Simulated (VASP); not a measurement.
# Nb (Fm-3m) in VASP: notebook

The runs below take Nb through single point, with PBE.

Program: VASP 6.6.1. These are calculated values, not measurements. Logs are shortened: lines on timing, memory, paths and dates and some standing lists are left out, and cuts for length are marked.

### 1 The cell of the first run

The structure is cubic, space group Fm-3m (No. 225). Conventional cell: a = 4.202 Å, b = 4.202 Å, c = 4.202 Å, α = 90.00°, β = 90.00°, γ = 90.00°. Nb (site symmetry m-3m) has 12 Nb at 2.97 Å within 3.9 Å.

### 2 Single point, PBE

INCAR reads:

```
SYSTEM = Nb
PREC = Accurate
ENCUT = 520
EDIFF = 1E-7
ISMEAR = -1
SIGMA = 0.05
LREAL = .False.
LASPH = .True.
NELM = 80
ALGO = Normal
ISIF = 2
LWAVE = .False.
LCHARG = .False.
GGA = PE
NBANDS = 12
```

KPOINTS reads:

```
regular mesh
0
Gamma
  11 11 11
  0 0 0
```

POSCAR reads:

```
Nb
1.0
    0.0000000000      2.1008049414      2.1008049414
    2.1008049414      0.0000000000      2.1008049414
    2.1008049414      2.1008049414      0.0000000000
Nb
1
Direct
    0.0000000000      0.0000000000      0.0000000000
```

Potentials or basis: VASP PAW PBE potentials, release 64 (Nb_sv).

The run is started by

```bash
cat potpaw_PBE.64/Nb_sv/POTCAR > POTCAR
mpirun -np 1 vasp_std > vasp.out
```

OUTCAR:

```text
SYSTEM = Nb
   PREC = Accurate
   ENCUT = 520
   EDIFF = 1E-7
   ISMEAR = -1
   LREAL = .False.
   LASPH = .True.
   NELM = 80
   ISIF = 2
   GGA = PE

 ion  position               nearest neighbor table
   1  0.000  0.000  0.000-

  LATTYP: Found a face centered cubic cell.
 ALAT       =     4.2016098828

  Lattice vectors:

 A1 = (   0.0000000000,   2.1008049414,   2.1008049414)
 A2 = (   2.1008049414,   0.0000000000,   2.1008049414)
 A3 = (   2.1008049414,   2.1008049414,   0.0000000000)

Analysis of symmetry for initial positions (statically):
=====================================================================
 Subroutine PRICEL returns:
 Original cell was already a primitive cell.

 Routine SETGRP: Setting up the symmetry group for a
 face centered cubic supercell.

 Subroutine GETGRP returns: Found 48 space group operations
 (whereof 48 operations were pure point group operations)
 out of a pool of 48 trial point group operations.

The static configuration has the point symmetry O_h .

Analysis of symmetry for dynamics (positions and initial velocities):
=====================================================================
 Subroutine PRICEL returns:
 Original cell was already a primitive cell.

 Routine SETGRP: Setting up the symmetry group for a
 face centered cubic supercell.

 Subroutine GETGRP returns: Found 48 space group operations
 (whereof 48 operations were pure point group operations)
 out of a pool of 48 trial point group operations.

The dynamic configuration has the point symmetry O_h .

 Subroutine INISYM returns: Found 48 space group operations
 (whereof 48 operations are pure point group operations),
 and found     1 'primitive' translations

----------------------------------------------------------------------------------------

                                     Primitive cell

  volume of cell :      18.5433

  direct lattice vectors                    reciprocal lattice vectors
     0.000000000  2.100804941  2.100804941    -0.238004010  0.238004010  0.238004010
     2.100804941  0.000000000  2.100804941     0.238004010 -0.238004010  0.238004010
     2.100804941  2.100804941  0.000000000     0.238004010  0.238004010 -0.238004010

  length of vectors
     2.970986840  2.970986840  2.970986840     0.412235037  0.412235037  0.412235037

  position of ions in fractional coordinates (direct lattice)
     0.000000000  0.000000000  0.000000000

  ion indices of the primitive-cell ions
   primitive index   ion index
                 1           1

----------------------------------------------------------------------------------------

 KPOINTS: regular mesh

Automatic generation of k-mesh.
 Grid dimensions read from file:
 generate k-points for:   11   11   11

 Generating k-lattice:

  Cartesian coordinates                     Fractional coordinates (reciprocal lattice)
    -0.021636728  0.021636728  0.021636728     0.090909091  0.000000000  0.000000000
     0.021636728 -0.021636728  0.021636728     0.000000000  0.090909091  0.000000000
     0.021636728  0.021636728 -0.021636728     0.000000000  0.000000000  0.090909091

  Length of vectors
     0.037475912  0.037475912  0.037475912

  Shift w.r.t. Gamma in fractional coordinates (k-lattice)
     0.000000000  0.000000000  0.000000000

 Subroutine IBZKPT returns following result:
 ===========================================

 Found     56 irreducible k-points:

 Following reciprocal coordinates:
            Coordinates               Weight
  0.000000  0.000000  0.000000      1.000000
  0.090909  0.000000  0.000000      8.000000
  0.181818  0.000000  0.000000      8.000000
  0.272727  0.000000  0.000000      8.000000
  0.363636  0.000000  0.000000      8.000000
  0.454545  0.000000  0.000000      8.000000
[... 16 lines left out ...]
 -0.272727  0.181818  0.000000     24.000000
 -0.181818  0.181818  0.000000     12.000000
 [... further k-points ...]
   k-points           NKPTS =     56   k-points in BZ     NKDIM =     56   number of bands    NBANDS=     12
   number of dos      NEDOS =    301   number of ions     NIONS =      1
   total plane-waves  NPLWV =  13824
   dimension x,y,z NGX =    24 NGY =   24 NGZ =   24
   dimension x,y,z NGXF=    48 NGYF=   48 NGZF=   48
   ions per type =               1
   NGX,Y,Z   is equivalent  to a cutoff of  13.43, 13.43, 13.43 a.u.
   NGXF,Y,Z  is equivalent  to a cutoff of  26.86, 26.86, 26.86 a.u.
 SYSTEM =  Nb
   PREC   = accura    normal or accurate (medium, high low for compatibility)
   ISTART =      0    job   : 0-new  1-cont  2-samecut
   ICHARG =      2    charge: 1-file 2-atom 10-const
   ISPIN  =      1    spin polarized calculation?
   LNONCOLLINEAR =      F non collinear calculations
   LSORBIT =      F    spin-orbit coupling
   LASPH  =      T    aspherical Exc in radial PAW
   ENCUT  =  520.0 eV  38.22 Ry    6.18 a.u.   5.52  5.52  5.52*2*pi/ulx,y,z
   NELM   =     80;   NELMIN=  2; NELMDL= -5     # of ELM steps
   EDIFF  = 0.1E-06   stopping-criterion for ELM
   LREAL  =      F    real-space projection
   EDIFFG = 0.1E-05   stopping-criterion for IOM
   NSW    =      0    number of steps for IOM
   IBRION =     -1    ionic relax: 0-MD 1-quasi-New 2-CG
   NFREE  =      0    steps in history (QN), initial steepest desc. (CG)
   ISIF   =      2    stress and relaxation
   ISYM   =      2    0-nonsym 1-usesym 2-fastsym
   POTIM  = 0.5000    time-step for ionic-motion
   TEBEG  =    0.0;   TEEND  =   0.0 temperature during run
   PSTRESS=    0.0 pullay stress
   NELECT =      13.0000    total number of electrons
   NUPDOWN=      -1.0000    fix difference up-down
   EMIN   =  10.00;   EMAX   =-10.00  energy-range for DOS
   EFERMI =   0.00;   METHOD = LEGACY
   ISMEAR =    -1;   SIGMA  =   0.05  broadening in eV -4-tet -1-fermi 0-gaus
   EFERMI_NEDOS =   21; number of points for ismear=-14 and -15
   IALGO  =     38    algorithm
   IMIX   =      4    mixing-type and parameters
     AMIX     =   0.40;   BMIX     =  1.00
     AMIX_MAG =   1.60;   BMIX_MAG =  1.00
  volume/ion in A,a.u.               =      18.54       125.14
  Fermi-wavevector in a.u.,A,eV,Ry     =   1.454321  2.748268 28.776989  2.115049
  Thomas-Fermi vector in A             =   2.571485
   LORBIT       =      0    0 simple, 1 ext, 2 COOP (PROOUT), +10 PAW based schemes
   GGA     = PE    functional components
[... 5 lines left out ...]
 non-spin polarized calculation
  energy-cutoff  :      520.00
  volume of cell :       18.54
 maximum number of plane-waves:       531
 NGX is ok and might be reduce to    24
   NGX = 11   NGY = 11   NGZ = 11

 number of electron      13.0000001 magnetization

 Free energy of the ion-electron system (eV)
  ---------------------------------------------------
  ext. energy  EPLUGINS =         0.00000000
  ---------------------------------------------------
  free energy    TOTEN  =        -9.90035621 eV

  energy without entropy =       -9.88893434  energy(sigma->0) =       -9.89464528

 E-fermi :  11.1566     XC(G=0): -12.3517

 val. band max:       11.1290790363   @ k =   0.3636   0.2727   0.0909
 cond. band min:      11.1592270302   @ k =  -0.1818   0.1818   0.0000
 fundamental gap:      0.0301479939
 Fermi energy:        11.1565548299

 k-point     1 :       0.0000    0.0000    0.0000
  band No.  band energies     occupation
      1     -43.6334      2.00000
      2     -18.9993      2.00000
      3     -18.9993      2.00000
      4     -18.9993      2.00000
      5       4.8800      2.00000
      6      11.2364      0.33659
      7      11.2364      0.33658
      8      11.2364      0.33658
      9      13.8750      0.00000
     10      13.8750      0.00000
     11      22.9672      0.00000
     12      27.7983      0.00000

 k-point     2 :       0.0909    0.0000    0.0000
  band No.  band energies     occupation
      1     -43.6176      2.00000
      2     -19.1038      2.00000
      3     -19.0122      2.00000
      4     -19.0122      2.00000
      5       5.1884      2.00000
      6      11.0036      1.91034
      7      11.3744      0.02530
      8      11.3744      0.02530
      9      13.7557      0.00000
     10      13.7557      0.00000
     11      23.5784      0.00000
     12      26.6473      0.00000

 k-point     3 :       0.1818    0.0000    0.0000
  band No.  band energies     occupation
      1     -43.5749      2.00000
      2     -19.3780      2.00000
      3     -19.0466      2.00000
      4     -19.0466      2.00000
      5       5.9989      2.00000
      6      10.5586      1.99999
      7      11.6186      0.00019
      8      11.6186      0.00019
      9      13.6555      0.00000
     10      13.6555      0.00000
     11      24.3894      0.00000
     12      25.5968      0.00000
[... 286 lines left out ...]
 k-point    23 :      -0.2727    0.1818    0.0000
  band No.  band energies     occupation
      1     -43.4510      2.00000
      2     -19.8926      2.00000
      3     -19.3960      2.00000
      4     -19.1314      2.00000
      5       8.2337      2.00000
      6      10.1302      2.00000
      7      10.5389      1.99999
      8      12.1285      0.00000
      9      13.5823      0.00000
     10      16.8221      0.00000
     11      23.6800      0.00000
     12      26.0911      0.00000

 k-point    24 :      -0.1818    0.1818    0.0000
  band No.  band energies     occupation
      1     -43.4994      2.00000
      2     -19.6911      2.00000
      3     -19.2875      2.00000
      4     -19.0788      2.00000
      5       7.5056      2.00000
      6       9.9100      2.00000
      7      11.1592      0.97328
      8      12.5213      0.00000
      9      12.5598      0.00000
     10      15.5527      0.00000
     11      24.5597      0.00000
     12      27.1627      0.00000

 [... further k-points ...]

------------------------ aborting loop because EDIFF is reached ----------------------------------------

  FORCE on cell =-STRESS in cart. coord.  units (eV):
  Direction    XX          YY          ZZ          XY          YZ          ZX
  --------------------------------------------------------------------------------------
  -------------------------------------------------------------------------------------
  Total        0.1332977      0.1332977      0.1332977      0.0000000      0.0000000     -0.0000000
  in kB       11.5171788     11.5171788     11.5171788      0.0000000      0.0000000     -0.0000000
  external PRESSURE =      11.5171788 kB  Pullay stress =       0.0000000 kB

 VOLUME and BASIS-vectors are now :
 -----------------------------------------------------------------------------
  energy-cutoff  :      520.00
  volume of cell :       18.54
      direct lattice vectors                 reciprocal lattice vectors
     0.000000000  2.100804941  2.100804941    -0.238004010  0.238004010  0.238004010
     2.100804941  0.000000000  2.100804941     0.238004010 -0.238004010  0.238004010
     2.100804941  2.100804941  0.000000000     0.238004010  0.238004010 -0.238004010

 POSITION                                       TOTAL-FORCE (eV/Angst)
 -----------------------------------------------------------------------------------
      0.00000      0.00000      0.00000        -0.000000     -0.000000     -0.000000
 -----------------------------------------------------------------------------------
    total drift:                                0.000000     -0.000000     -0.000000

  FREE ENERGIE OF THE ION-ELECTRON SYSTEM (eV)
  ---------------------------------------------------
  free  energy   TOTEN  =        -9.9003562103 eV

  energy  without entropy=       -9.8889343429  energy(sigma->0) =       -9.89464528
```

It took 9 s on 1 thread of AMD EPYC 9R14 (Zen 4), shared host; peak memory 0.11 GiB.

What came out:

```yaml
Free_energy: -9.9004 eV
Pressure: 1.2 GPa
```

### 3 Single point, PBE

This run uses another cell than the first one, of 18.92 Å³/atom, 1.020 times its volume.

INCAR reads:

```
SYSTEM = Nb
PREC     = Accurate       ! precision mode
ENCUT    = 520            ! plane-wave cutoff, eV
EDIFF    = 1E-6           ! SCF threshold, eV
ISMEAR   = -1             ! smearing method
SIGMA    = 0.05           ! smearing width, eV
LREAL    = .False.        ! projectors in reciprocal space
LASPH    = .True.         ! aspherical terms in the spheres
NELM     = 60             ! most SCF steps
ALGO     = Normal         ! electronic algorithm
ISIF     = 2              ! what is computed and relaxed
LWAVE    = .False.        ! write WAVECAR
LCHARG   = .False.        ! write CHGCAR
GGA      = PE             ! functional
NBANDS   = 12             ! bands
```

KPOINTS reads:

```
Automatic mesh
0
Gamma
  11 11 11
  0 0 0
```

POSCAR reads:

```
Nb
1.0
    0.0000000000      2.1150000000      2.1150000000
    2.1150000000      0.0000000000      2.1150000000
    2.1150000000      2.1150000000      0.0000000000
Nb
1
Direct
    0.0000000000      0.0000000000      0.0000000000
```

Potentials or basis: VASP PAW PBE potentials, release 64 (Nb_sv).

The run is started by

```bash
cat potpaw_PBE.64/Nb_sv/POTCAR > POTCAR
mpirun -np 1 vasp_std > vasp.out
```

Run time: 8.7 s. Hardware: 1 thread of AMD EPYC 9R14 (Zen 4), shared host; peak memory 0.11 GiB.

The run converged. Its results:

```
Free energy : -9.8993 eV
Pressure    : -2.1 GPa
```

Levels at points of the mesh, in eV from the Fermi level:
| k point | band 2 | band 3 | band 4 | band 5 | band 6 | band 7 | band 8 | band 9 | band 10 | band 11 |
| --- | --- | --- | --- | --- | --- | --- | --- | --- | --- | --- |
| (0.00, 0.00, 0.00) | -30.22 | -30.22 | -30.22 | -6.23 | 0.09 | 0.09 | 0.09 | 2.65 | 2.65 | 11.78 |

[end of part 1 of 2]
